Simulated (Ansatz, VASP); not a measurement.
**One calculation of Ba, two programs**

File INCAR:

```
SYSTEM = Ba
ALGO = Normal
EDIFF = 1E-6
ENCUT = 520
GGA = PS
ISIF = 2
ISMEAR = 0
LASPH = .True.
LCHARG = .True.
LELF = .True.
LREAL = .False.
LVHAR = .True.
LWAVE = .False.
NBANDS = 11
NELM = 80
PREC = Accurate
SIGMA = 0.15
```

KPOINTS

```
k-points
0
Gamma
  14 14 14
  0 0 0
```

File POSCAR:

```
Ba
1.0
    0.0000000000      2.9969784392      2.9969784392
    2.9969784392      0.0000000000      2.9969784392
    2.9969784392      2.9969784392      0.0000000000
Ba
1
Direct
    0.0000000000      0.0000000000      0.0000000000
```

Input for Ansatz:

```yaml
crystal:
  lattice:
    - [0.0, 2.9969784392, 2.9969784392]
    - [2.9969784392, 0.0, 2.9969784392]
    - [2.9969784392, 2.9969784392, 0.0]
  atoms:
    - { symbol: Ba, position: [0.0, 0.0, 0.0] }
basis:
  ecutwfc: 420
kpoints:
  mp_grid: { grid: [14, 14, 14] }
hamiltonian:
  xc: pbesol
  pseudopotentials: { kind: paw }
scf:
  occupations: { method: gaussian, width: 0.15 }
output:
  forces: true
  stress: true
  eigenvalues: true
```

Alike in both runs: task single point; functional PBEsol; k mesh 14 × 14 × 14; occupations gaussian, width 0.15 eV; no spin polarisation.

|  | VASP | Ansatz |
| --- | --- | --- |
| version | VASP 6.6.1 | Ansatz 0.2.0 |
| potentials or method | VASP PAW PBE potentials, release 64 (Ba_sv), cutoff 520 eV | scalar-relativistic, plane waves, PAW |
| valence electrons in the cell | 10 | 10 |

|  | VASP | Ansatz | Ansatz less VASP |
| --- | --- | --- | --- |
| gap on the k mesh at the Fermi level (eV) | none | none | - |
| pressure (GPa) | 0.9 | 0.7 | -0.12 |

VASP's potentials were made for PBE, not for PBEsol. A gap of «none» marks a metal or a gap that the smearing closes. The functional is the same, so the differences come from potentials, cutoffs and numerics.

Neither program's run includes spin-orbit coupling.
